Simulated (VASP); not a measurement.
CO2:

```
C O
1.0
    -1.97473    1.97473    3.01406
     1.97473   -1.97473    3.01406
     1.97473    1.97473   -3.01406
C O
2 4
Cartesian
  0.0000 1.9747 1.5070
  0.0000 0.0000 0.0000
  -0.9874 1.3223 2.2605
  2.9621 0.6525 -0.7535
  0.6525 0.9874 0.7535
  1.3223 0.9874 3.7676
```

Base run:

| Property | Result |
| --- | --- |
| Program | VASP 6.6.1 |
| Functional | LDA |
| Potentials or basis | VASP PAW LDA potentials, release 64 (C_h, O_h) |
| Cutoff | 910 eV |
| k mesh | 6 × 6 × 6 |
| Occupations | gaussian, width 0.01 eV |
| Spin | no spin polarisation |

Its results: band gap on the k mesh 7.44 eV, indirect (least direct gap 7.92 eV); pressure -13.6 GPa; largest force 0.472 eV/Å.

The run is repeated on the same cell with these changes: potentials or basis from VASP PAW LDA potentials, release 64 (C_h, O_h) to VASP PAW LDA potentials, release 64 (C, O); cutoff from 910 eV to 520 eV; further incar settings from ALGO = Normal; EDIFF = 1e-06; NBANDS = 25 to ALGO = Normal; EDIFF = 1e-07; NBANDS = 25. What comes out?

Band gap on the k mesh 7.38 eV, indirect (least direct gap 7.89 eV); pressure -11.8 GPa; largest force 0.420 eV/Å.

Caveats: the cutoff is under 1.25 times the usual one of these potentials, so pressure, stress and relaxed cells hold a basis-set (Pulay) error (some runs).

A k mesh can miss the band edges.
